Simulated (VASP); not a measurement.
Wanted: the native input for a VASP 6.6.1 run.

```
Task                   : single point
Functional             : PBE
Potentials or basis    : VASP PAW PBE potentials, release 64 (Ta_pv, Si, W_sv)
Cutoff                 : 500 eV
k mesh                 : 4 × 4 × 4
Occupations            : gaussian, width 0.2 eV
Spin                   : no spin polarisation
Dipole correction      : no
Further INCAR settings : ALGO = Normal; EDIFF = 1e-06; NBANDS = 30
```

The structure of TaSi4W lies in POSCAR:

```
TaSi4W
1.0
    4.9500470834     -0.0000000028      0.0000000000
   -2.4750235393      4.2868665256      0.0000000000
    0.0000000000      0.0000000000      4.3212045151
Ta Si W
1 4 1
Direct
    0.0000000000      0.0000000000      0.0000000000
    0.6666666667      0.3333333333      0.0000000000
   -0.0065365042      0.4967317479      0.5000000000
    0.5032682521      1.0065365042      0.5000000000
    0.5032682521      0.4967317479      0.5000000000
    0.3333333333      0.6666666667      0.0000000000
```

The cell was generated, and may not be a known phase.

The input as run:

INCAR

```
SYSTEM = TaSi4W
PREC     = Accurate       ! precision mode
ENCUT    = 500            ! plane-wave cutoff, eV
EDIFF    = 1E-6           ! SCF threshold, eV
ISMEAR   = 0              ! smearing method
SIGMA    = 0.2            ! smearing width, eV
LREAL    = .False.        ! projectors in reciprocal space
LASPH    = .True.         ! aspherical terms in the spheres
NELM     = 120            ! most SCF steps
ALGO     = Normal         ! electronic algorithm
ISIF     = 2              ! what is computed and relaxed
LWAVE    = .False.        ! write WAVECAR
LCHARG   = .False.        ! write CHGCAR
GGA      = PE             ! functional
NBANDS   = 30             ! bands
GGA_COMPAT= .False.
```

KPOINTS

```
regular mesh
0
Gamma
  4 4 4
  0 0 0
```

Potentials or basis: VASP PAW PBE potentials, release 64 (Ta_pv, Si, W_sv).

The run is started by

```console
$ cat potpaw_PBE.64/Ta_pv/POTCAR potpaw_PBE.64/Si/POTCAR potpaw_PBE.64/W_sv/POTCAR > POTCAR
$ mpirun -np 1 vasp_std > vasp.out
```

It gave:

The pressure is 0.1 GPa. The largest force is 0.036 eV/Å and the band gap on the k mesh is zero (an odd number of electrons rules out a gap without spin polarisation).

Caveat: the k points lie up to 0.37 Å⁻¹ apart, too coarse for converged energies and pressures of a metal; spin-orbit coupling is left out, which moves the levels of the heavy elements; an odd number of electrons without spin polarisation forces a metal; a magnetic or distorted state may lie lower.

Run time: 19 s on 1 thread of Intel(R) Xeon(R) Platinum 8488C (Sapphire Rapids), with other jobs on the host, peak memory 0.2 GiB.
